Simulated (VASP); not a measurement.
# BP (I-4m2) in VASP: notebook

BP is run at these levels: PBE; tasks: single point.

Everything below comes from runs of VASP 6.6.1. Logs are shortened: lines on timing, memory, paths and dates and some standing lists are left out, and cuts for length are marked.

## 1. The cell of the first run

The structure is tetragonal, space group I-4m2 (No. 119). Conventional cell: a = 3.216 Å, b = 3.216 Å, c = 4.457 Å, α = 90.00°, β = 90.00°, γ = 90.00°. Within 2.6 Å of B (site symmetry -4m2) lie 4 P at 1.96 Å. P (site symmetry -4m2) has 4 B at 1.96 Å within 2.6 Å.

## 2. Single point, PBE (strain -0.0200 x Voigt [0, 1, 0, 0, 0, 0])

INCAR reads:

```
SYSTEM = BP
ALGO     = Normal         ! electronic algorithm
EDIFF    = 1E-7           ! SCF threshold, eV
ENCUT    = 520            ! plane-wave cutoff, eV
GGA      = PE             ! functional
ISIF     = 2              ! what is computed and relaxed
ISMEAR   = 0              ! smearing method
LASPH    = .True.         ! aspherical terms in the spheres
LCHARG   = .False.        ! write CHGCAR
LREAL    = .False.        ! projectors in reciprocal space
LWAVE    = .False.        ! write WAVECAR
NBANDS   = 11             ! bands
NELM     = 100            ! most SCF steps
PREC     = Accurate       ! precision mode
SIGMA    = 0.05           ! smearing width, eV
```

KPOINTS reads:

```
k-points
0
Gamma
  10 10 10
  0 0 0
```

POSCAR reads:

```
BP
1.0
    0.0000000000      2.2286688250      2.2741518622
    2.2741518622      0.0000000000      2.2741518622
    2.2741518622      2.2286688250      0.0000000000
B P
1 1
Direct
    0.0000000000      0.0000000000      0.0000000000
    0.7500000000      0.7500000000      0.7500000000
```

Potentials or basis: VASP PAW PBE potentials, release 64 (B, P).

Started as:

```console
$ cat potpaw_PBE.64/B/POTCAR potpaw_PBE.64/P/POTCAR > POTCAR
$ mpirun -np 1 vasp_std > vasp.out
```

OUTCAR:

```text
SYSTEM = BP
   EDIFF = 1E-7
   ENCUT = 520
   GGA = PE
   ISIF = 2
   ISMEAR = 0
   LASPH = .True.
   LREAL = .False.
   NELM = 100
   PREC = Accurate

 ion  position               nearest neighbor table
   1  0.000  0.000  0.000-   2 1.96   2 1.96   2 1.96   2 1.96
   2  0.750  0.750  0.750-   1 1.96   1 1.96   1 1.96   1 1.96

  LATTYP: Found a body centered tetragonal cell.
 ALAT       =     3.2161364064
 C/A-ratio  =     1.3859292912

  Lattice vectors:

 A1 = (   0.0000000000,  -2.2286688250,   2.2741518622)
 A2 = (   0.0000000000,  -2.2286688250,  -2.2741518622)
 A3 = (   2.2741518622,   2.2286688250,   0.0000000000)

Analysis of symmetry for initial positions (statically):
=====================================================================
 Subroutine PRICEL returns:
 Original cell was already a primitive cell.

 Routine SETGRP: Setting up the symmetry group for a
 body centered tetragonal supercell.

 Subroutine GETGRP returns: Found  8 space group operations
 (whereof  8 operations were pure point group operations)
 out of a pool of 16 trial point group operations.

The static configuration has the point symmetry D_2d.

Analysis of symmetry for dynamics (positions and initial velocities):
=====================================================================
 Subroutine PRICEL returns:
 Original cell was already a primitive cell.

 Routine SETGRP: Setting up the symmetry group for a
 body centered tetragonal supercell.

 Subroutine GETGRP returns: Found  8 space group operations
 (whereof  8 operations were pure point group operations)
 out of a pool of 16 trial point group operations.

The dynamic configuration has the point symmetry D_2d.

 Subroutine INISYM returns: Found  8 space group operations
 (whereof  8 operations are pure point group operations),
 and found     1 'primitive' translations

----------------------------------------------------------------------------------------

                                     Primitive cell

  volume of cell :      23.0523

  direct lattice vectors                    reciprocal lattice vectors
     0.000000000  2.228668825  2.274151862    -0.219862186  0.224349170  0.219862186
     2.274151862  0.000000000  2.274151862     0.219862186 -0.224349170  0.219862186
     2.274151862  2.228668825  0.000000000     0.219862186  0.224349170 -0.219862186

  length of vectors
     3.184137469  3.216136406  3.184137469     0.383420541  0.383420541  0.383420541

  position of ions in fractional coordinates (direct lattice)
     0.000000000  0.000000000  0.000000000
     0.750000000  0.750000000  0.750000000

  ion indices of the primitive-cell ions
   primitive index   ion index
                 1           1
                 2           2

----------------------------------------------------------------------------------------

 KPOINTS: k-points

Automatic generation of k-mesh.
 Grid dimensions read from file:
 generate k-points for:   10   10   10

 Generating k-lattice:

  Cartesian coordinates                     Fractional coordinates (reciprocal lattice)
    -0.021986219  0.022434917  0.021986219     0.100000000  0.000000000 -0.000000000
     0.021986219 -0.022434917  0.021986219     0.000000000  0.100000000  0.000000000
     0.021986219  0.022434917 -0.021986219    -0.000000000  0.000000000  0.100000000

  Length of vectors
     0.038342054  0.038342054  0.038342054

  Shift w.r.t. Gamma in fractional coordinates (k-lattice)
     0.000000000  0.000000000  0.000000000

 Subroutine IBZKPT returns following result:
 ===========================================

 Found    102 irreducible k-points:

 Following reciprocal coordinates:
            Coordinates               Weight
  0.000000  0.000000  0.000000      1.000000
  0.100000  0.000000 -0.000000      8.000000
  0.200000  0.000000 -0.000000      8.000000
  0.300000  0.000000  0.000000      8.000000
  0.400000  0.000000 -0.000000      8.000000
  0.500000  0.000000 -0.000000      4.000000
[... 16 lines left out ...]
  0.300000  0.300000  0.000000      4.000000
  0.400000  0.300000 -0.000000     16.000000
 [... further k-points ...]
   k-points           NKPTS =    102   k-points in BZ     NKDIM =    102   number of bands    NBANDS=     11
   number of dos      NEDOS =    301   number of ions     NIONS =      2
   total plane-waves  NPLWV =  13824
   dimension x,y,z NGX =    24 NGY =   24 NGZ =   24
   dimension x,y,z NGXF=    48 NGYF=   48 NGZF=   48
   ions per type =               1   1
   NGX,Y,Z   is equivalent  to a cutoff of  12.53, 12.41, 12.53 a.u.
   NGXF,Y,Z  is equivalent  to a cutoff of  25.06, 24.81, 25.06 a.u.
 SYSTEM =  BP
   PREC   = accura    normal or accurate (medium, high low for compatibility)
   ISTART =      0    job   : 0-new  1-cont  2-samecut
   ICHARG =      2    charge: 1-file 2-atom 10-const
   ISPIN  =      1    spin polarized calculation?
   LNONCOLLINEAR =      F non collinear calculations
   LSORBIT =      F    spin-orbit coupling
   LASPH  =      T    aspherical Exc in radial PAW
   ENCUT  =  520.0 eV  38.22 Ry    6.18 a.u.   5.92  5.98  5.92*2*pi/ulx,y,z
   NELM   =    100;   NELMIN=  2; NELMDL= -5     # of ELM steps
   EDIFF  = 0.1E-06   stopping-criterion for ELM
   LREAL  =      F    real-space projection
   EDIFFG = 0.1E-05   stopping-criterion for IOM
   NSW    =      0    number of steps for IOM
   IBRION =     -1    ionic relax: 0-MD 1-quasi-New 2-CG
   NFREE  =      0    steps in history (QN), initial steepest desc. (CG)
   ISIF   =      2    stress and relaxation
   ISYM   =      2    0-nonsym 1-usesym 2-fastsym
   POTIM  = 0.5000    time-step for ionic-motion
   TEBEG  =    0.0;   TEEND  =   0.0 temperature during run
   PSTRESS=    0.0 pullay stress
   NELECT =       8.0000    total number of electrons
   NUPDOWN=      -1.0000    fix difference up-down
   EMIN   =  10.00;   EMAX   =-10.00  energy-range for DOS
   EFERMI =   0.00;   METHOD = LEGACY
   ISMEAR =     0;   SIGMA  =   0.05  broadening in eV -4-tet -1-fermi 0-gaus
   EFERMI_NEDOS =   21; number of points for ismear=-14 and -15
   IALGO  =     38    algorithm
   IMIX   =      4    mixing-type and parameters
     AMIX     =   0.40;   BMIX     =  1.00
     AMIX_MAG =   1.60;   BMIX_MAG =  1.00
  volume/ion in A,a.u.               =      11.53        77.78
  Fermi-wavevector in a.u.,A,eV,Ry     =   1.150447  2.174030 18.007701  1.323529
  Thomas-Fermi vector in A             =   2.287111
   LORBIT       =      0    0 simple, 1 ext, 2 COOP (PROOUT), +10 PAW based schemes
   GGA     = PE    functional components
   LHFCALC =     F    Hartree Fock is set to
   AEXX    =    0.0000 exact exchange contribution
   IVDW    =     0    specifies the selected vdW correction
   LEPSILON=     F    determine dielectric tensor
   LRPA    =     F    only Hartree local field effects (RPA)
 non-spin polarized calculation
 Gauss-broadening in eV      SIGMA  =   0.05
  energy-cutoff  :      520.00
  volume of cell :       23.05
 maximum number of plane-waves:       636
   NGX = 11   NGY = 11   NGZ = 11

 number of electron       8.0000001 magnetization

 Free energy of the ion-electron system (eV)
  ---------------------------------------------------
  ext. energy  EPLUGINS =         0.00000000
  ---------------------------------------------------
  free energy    TOTEN  =       -12.92120897 eV

  energy without entropy =      -12.92120897  energy(sigma->0) =      -12.92120897

 E-fermi :   7.9263     XC(G=0): -10.9655

 val. band max:        7.7226722010   @ k =   0.0000   0.0000   0.0000
 cond. band min:       8.6396407263   @ k =   0.4000   0.0000   0.4000
 fundamental gap:      0.9169685253
 Fermi energy:         7.9262890543

 k-point     1 :       0.0000    0.0000    0.0000
  band No.  band energies     occupation
      1      -7.9880      2.00000
      2       7.5281      2.00000
      3       7.5281      2.00000
      4       7.7227      2.00000
      5      10.9391      0.00000
      6      11.0541      0.00000
      7      11.0541      0.00000
      8      15.1658      0.00000
      9      19.1972      0.00000
     10      19.4925      0.00000
     11      20.0154      0.00000

 k-point     2 :       0.1000    0.0000   -0.0000
  band No.  band energies     occupation
      1      -7.8057      2.00000
      2       6.2772      2.00000
      3       7.2227      2.00000
      4       7.3714      2.00000
      5      11.3376      0.00000
      6      11.4610      0.00000
      7      11.5218      0.00000
      8      15.6732      0.00000
      9      18.8480      0.00000
     10      19.2698      0.00000
     11      19.7766      0.00000

 k-point     3 :       0.2000    0.0000   -0.0000
  band No.  band energies     occupation
      1      -7.2659      2.00000
      2       3.9199      2.00000
      3       6.6403      2.00000
      4       6.8204      2.00000
      5      11.6463      0.00000
      6      12.1520      0.00000
      7      12.1866      0.00000
      8      16.8084      0.00000
      9      18.3389      0.00000
     10      18.5750      0.00000
     11      20.6529      0.00000

 k-point     4 :       0.3000    0.0000    0.0000
  band No.  band energies     occupation
      1      -6.3979      2.00000
      2       1.5378      2.00000
      3       6.1277      2.00000
      4       6.3460      2.00000
      5      11.5663      0.00000
      6      12.4147      0.00000
      7      12.5684      0.00000
      8      17.6669      0.00000
      9      19.0453      0.00000
     10      19.0522      0.00000
     11      20.9457      0.00000
[... 239 lines left out ...]
 k-point    22 :      -0.2000    0.2000    0.0000
  band No.  band energies     occupation
      1      -6.0917      2.00000
      2       2.2812      2.00000
      3       3.3211      2.00000
      4       6.4032      2.00000
      5      12.1765      0.00000
      6      12.9141      0.00000
      7      13.9909      0.00000
      8      15.9989      0.00000
      9      17.1621      0.00000
     10      21.3666      0.00000
     11      23.6290      0.00000

 k-point    23 :       0.3000    0.3000    0.0000
  band No.  band energies     occupation
      1      -5.8762      2.00000
      2       2.6676      2.00000
      3       4.3644      2.00000
      4       4.4247      2.00000
      5       9.1909      0.00000
      6      11.5235      0.00000
      7      16.3003      0.00000
      8      16.7688      0.00000
      9      20.6995      0.00000
     10      22.1474      0.00000
     11      24.2212      0.00000

 k-point    24 :       0.4000    0.3000   -0.0000
  band No.  band energies     occupation
      1      -5.0481      2.00000
      2       1.3502      2.00000
      3       3.5222      2.00000
      4       4.1033      2.00000
      5       9.4804      0.00000
      6      11.2770      0.00000
      7      16.9082      0.00000
      8      17.4237      0.00000
      9      21.6259      0.00000
     10      22.9996      0.00000
     11      24.7595      0.00000

 [... further k-points ...]

------------------------ aborting loop because EDIFF is reached ----------------------------------------

  FORCE on cell =-STRESS in cart. coord.  units (eV):
  Direction    XX          YY          ZZ          XY          YZ          ZX
  --------------------------------------------------------------------------------------
  -------------------------------------------------------------------------------------
  Total        0.1999599      0.9657906      0.1999599      0.0000000      0.0000000      0.0000000
  in kB       13.8975775     67.1241942     13.8975775      0.0000000      0.0000000      0.0000000
  external PRESSURE =      31.6397831 kB  Pullay stress =       0.0000000 kB

 VOLUME and BASIS-vectors are now :
 -----------------------------------------------------------------------------
  energy-cutoff  :      520.00
  volume of cell :       23.05
      direct lattice vectors                 reciprocal lattice vectors
     0.000000000  2.228668825  2.274151862    -0.219862186  0.224349170  0.219862186
     2.274151862  0.000000000  2.274151862     0.219862186 -0.224349170  0.219862186
     2.274151862  2.228668825  0.000000000     0.219862186  0.224349170 -0.219862186

 POSITION                                       TOTAL-FORCE (eV/Angst)
 -----------------------------------------------------------------------------------
      0.00000      0.00000      0.00000         0.000000      0.000000      0.000000
      3.41123      3.34300      3.41123        -0.000000     -0.000000     -0.000000
 -----------------------------------------------------------------------------------
    total drift:                               -0.000000      0.000000     -0.000000

  FREE ENERGIE OF THE ION-ELECTRON SYSTEM (eV)
  ---------------------------------------------------
  free  energy   TOTEN  =       -12.9212089727 eV

  energy  without entropy=      -12.9212089727  energy(sigma->0) =      -12.92120897
```

Run time: 6.7 s. Hardware: 1 thread of Intel Xeon 6975P-C (Granite Rapids), shared host; peak memory 0.14 GiB.

Results:

| Quantity | Value |
| --- | --- |
| Free energy | -12.9212 eV |
| Pressure | 3.2 GPa |
| Band gap on the k mesh | 0.92 eV, indirect (least direct gap 3.22 eV) |

Caveat: the cell differs from its parent crystal (strain -0.0200 x Voigt [0, 1, 0, 0, 0, 0]).

## 3. Single point, PBE (strain -0.0300 x Voigt [0, 1, 0, 0, 0, 0])

INCAR reads:

```
SYSTEM = BP
ALGO = Normal
EDIFF = 1E-6
ENCUT = 520
GGA = PE
ISIF = 2
ISMEAR = 0
LASPH = .TRUE.
LCHARG = .FALSE.
LREAL = .FALSE.
LWAVE = .FALSE.
NBANDS = 11
NELM = 60
PREC = Accurate
SIGMA = 0.05
```

KPOINTS reads:

```
k-points
0
G
  10 10 10
  0 0 0
```

POSCAR reads:

```
BP
1.0
    0.0000000000      2.2059273063      2.2741518622
    2.2741518622      0.0000000000      2.2741518622
    2.2741518622      2.2059273063      0.0000000000
B P
1 1
Direct
    0.0000000000      0.0000000000      0.0000000000
    0.7500000000      0.7500000000      0.7500000000
```

Potentials or basis: VASP PAW PBE potentials, release 64 (B, P).

Started as:

```console
$ cat potpaw_PBE.64/B/POTCAR potpaw_PBE.64/P/POTCAR > POTCAR
$ mpirun -np 1 vasp_std > vasp.out
```

OUTCAR:

```text
SYSTEM = BP
   EDIFF = 1E-6
   ENCUT = 520
   GGA = PE
   ISIF = 2
   ISMEAR = 0
   LASPH = .TRUE.
   LREAL = .FALSE.
   NELM = 60
   PREC = Accurate

 ion  position               nearest neighbor table
   1  0.000  0.000  0.000-   2 1.95   2 1.95   2 1.95   2 1.95
   2  0.750  0.750  0.750-   1 1.95   1 1.95   1 1.95   1 1.95

  LATTYP: Found a body centered tetragonal cell.
 ALAT       =     3.2161364064
 C/A-ratio  =     1.3717871555

  Lattice vectors:

[... 524 lines left out ...]

  FORCE on cell =-STRESS in cart. coord.  units (eV):
  Direction    XX          YY          ZZ          XY          YZ          ZX
  --------------------------------------------------------------------------------------
  -------------------------------------------------------------------------------------
  Total        0.3280667      1.4630485      0.3280667      0.0000000     -0.0000000      0.0000000
  in kB       23.0362969    102.7328161     23.0362969      0.0000000     -0.0000000      0.0000000
  external PRESSURE =      49.6018033 kB  Pullay stress =       0.0000000 kB

 VOLUME and BASIS-vectors are now :
 -----------------------------------------------------------------------------
  energy-cutoff  :      520.00
  volume of cell :       22.82
      direct lattice vectors                 reciprocal lattice vectors
     0.000000000  2.205927306  2.274151862    -0.219862186  0.226662048  0.219862186
     2.274151862  0.000000000  2.274151862     0.219862186 -0.226662048  0.219862186
     2.274151862  2.205927306  0.000000000     0.219862186  0.226662048 -0.219862186

 POSITION                                       TOTAL-FORCE (eV/Angst)
 -----------------------------------------------------------------------------------
      0.00000      0.00000      0.00000        -0.000000     -0.000000     -0.000000
      3.41123      3.30889      3.41123         0.000000      0.000000      0.000000
 -----------------------------------------------------------------------------------
    total drift:                               -0.000000      0.000000     -0.000000

  FREE ENERGIE OF THE ION-ELECTRON SYSTEM (eV)
  ---------------------------------------------------
  free  energy   TOTEN  =       -12.9086330042 eV

  energy  without entropy=      -12.9086330042  energy(sigma->0) =      -12.90863300
```

stdout:

```text
POSCAR found type information on POSCAR B P
 POSCAR found :  2 types and       2 ions
 scaLAPACK will be used
 LDA part: xc-table for (Slater+PW92), standard interpolation
 POSCAR, INCAR and KPOINTS ok, starting setup
 FFT: planning ... GRIDC
 FFT: planning ... GRID_SOFT
 FFT: planning ... GRID
 WAVECAR not read
 entering main loop
```

Wall time 6 s (1 thread of Intel Xeon 6975P-C (Granite Rapids), shared host); peak memory 0.14 GiB.

Results:

```
Free energy            : -12.9086 eV
Pressure               : 5.0 GPa
Band gap on the k mesh : 0.75 eV, indirect (least direct gap 3.13 eV)
```

Levels at points of the mesh, in eV from the valence-band top:
| k point | band 2 | band 3 | band 4 | band 5 | band 6 | band 7 |
| --- | --- | --- | --- | --- | --- | --- |
| (0.00, 0.00, 0.00) | -0.29 | -0.29 | 0.00 | 3.13 | 3.30 | 3.30 |
| (0.50, 0.00, 0.00) | -9.40 | -2.18 | -1.79 | 3.61 | 4.38 | 4.81 |
| (0.50, 0.50, 0.00) | -8.99 | -4.31 | -4.25 | 1.21 | 1.59 | 11.80 |
| (0.50, 0.00, 0.50) | -8.71 | -4.61 | -4.61 | 0.86 | 1.15 | 12.13 |

Caveat: the cell differs from its parent crystal (strain -0.0300 x Voigt [0, 1, 0, 0, 0, 0]). A k mesh can miss the band edges.
